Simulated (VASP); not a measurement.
Runs of VASP 6.6.1 on I. The structure is that of space group Cmce (No. 64), or close to it. The cells are those of the table. 

```csv
level,potentials or basis,cell,k mesh,smearing,gap on the mesh (eV),pressure (GPa),largest force (eV/Å)
PBE,"VASP PAW PBE potentials, release 64 (I)","a = 4.438, b = 4.438, c = 9.986 Å, angles 90.0, 90.0, 66.8°, 4 atoms",7 × 7 × 3,fermi-dirac 0.05 eV,1.21,0.3,0.37
PBE,"VASP PAW PBE potentials, release 64 (I)","a = 4.353, b = 4.353, c = 9.793 Å, angles 90.0, 90.0, 66.8°, 4 atoms",4 × 4 × 2,fermi-dirac 0.05 eV,1.30,1.8,0.83
PBE,"VASP PAW PBE potentials, release 64 (I)","a = 4.410, b = 4.410, c = 9.922 Å, angles 90.0, 90.0, 66.8°, 4 atoms",7 × 7 × 3,fermi-dirac 0.05 eV,1.25,0.7,0.51
PBEsol,"VASP PAW PBE potentials, release 64 (I)","a = 4.353, b = 4.353, c = 9.793 Å, angles 90.0, 90.0, 66.8°, 4 atoms",4 × 4 × 2,fermi-dirac 0.03 eV,1.26,0.1,0.75
LDA,"VASP PAW LDA potentials, release 64 (I)","a = 4.410, b = 4.410, c = 9.922 Å, angles 90.0, 90.0, 66.8°, 4 atoms",7 × 7 × 3,fermi-dirac 0.05 eV,1.15,-1.7,(a)
LDA,"VASP PAW LDA potentials, release 64 (I)","a = 4.353, b = 4.353, c = 9.793 Å, angles 90.0, 90.0, 66.8°, 4 atoms",7 × 7 × 3,fermi-dirac 0.05 eV,1.24,-0.9,0.73
r2SCAN,"VASP PAW PBE potentials, release 64 (I)","a = 4.264, b = 4.264, c = 9.594 Å, angles 90.0, 90.0, 66.8°, 4 atoms",7 × 7 × 3,fermi-dirac 0.05 eV,1.72,3.3,1.23
r2SCAN,"VASP PAW PBE potentials, release 64 (I)","a = 4.382, b = 4.382, c = 9.858 Å, angles 90.0, 90.0, 66.8°, 4 atoms",7 × 7 × 3,fermi-dirac 0.05 eV,1.52,0.6,0.46
LDA,"VASP PAW LDA potentials, release 64 (I)","a = 4.438, b = 4.438, c = 9.986 Å, angles 90.0, 90.0, 66.8°, 4 atoms",7 × 7 × 3,fermi-dirac 0.05 eV,1.11,-2.1,(b)
LDA,"VASP PAW LDA potentials, release 64 (I)","a = 4.324, b = 4.324, c = 9.728 Å, angles 90.0, 90.0, 66.8°, 4 atoms",7 × 7 × 3,fermi-dirac 0.05 eV,1.28,-0.4,0.91
r2SCAN,"VASP PAW PBE potentials, release 64 (I)","a = 4.324, b = 4.324, c = 9.728 Å, angles 90.0, 90.0, 66.8°, 4 atoms",7 × 7 × 3,fermi-dirac 0.05 eV,1.62,1.8,0.82
```

Alike in all rows: task single point; no spin polarisation; cutoff (eV) 520.

Problem. Estimate the missing entries.

Solution. (a) 0.41; (b) 0.28.

Caveats: spin-orbit coupling is left out, which moves the levels of the heavy elements; the PAW data sets were made with another functional, which shifts forces and pressure a little (some runs).

A k mesh can miss the band edges, and the runs leave out spin-orbit coupling on I.
